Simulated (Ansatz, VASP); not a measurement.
# InSe: VASP beside Ansatz

```
In Se
1.0
     2.00000    1.15470    8.44000
    -2.00000    1.15470    8.44000
     0.00000   -2.30940    8.44000
In Se
2 2
Direct
  0.00000 0.00000 0.00000
  0.11140 0.11140 0.11140
  0.61650 0.61650 0.61650
  0.82810 0.82810 0.82810
```

Alike in both runs: task single point; functional BLYP; k mesh 6 × 6 × 6; no spin polarisation.

|  | VASP | Ansatz |
| --- | --- | --- |
| version | VASP 6.6.1 | Ansatz 0.2.0 |
| potentials or method | VASP PAW PBE potentials, release 64 (In_d, Se), cutoff 520 eV | plane waves, PAW |
| occupations | gaussian, width 0.01 eV | fixed |
| valence electrons in the cell | 38 | 58 |

```csv
,VASP,Ansatz,Ansatz less VASP
gap on the k mesh at the Fermi level (eV),0.39,0.37,-0.011
pressure (GPa),5.8,5.7,-0.16
"traceless stress, the component that is largest in VASP (GPa)",-1.51,-1.50,+0.009
```

VASP's potentials were made for PBE, not for BLYP. VASP's potentials hold 38 valence electrons a cell and Ansatz's 58, so a difference there can come from the potentials and not from the codes.
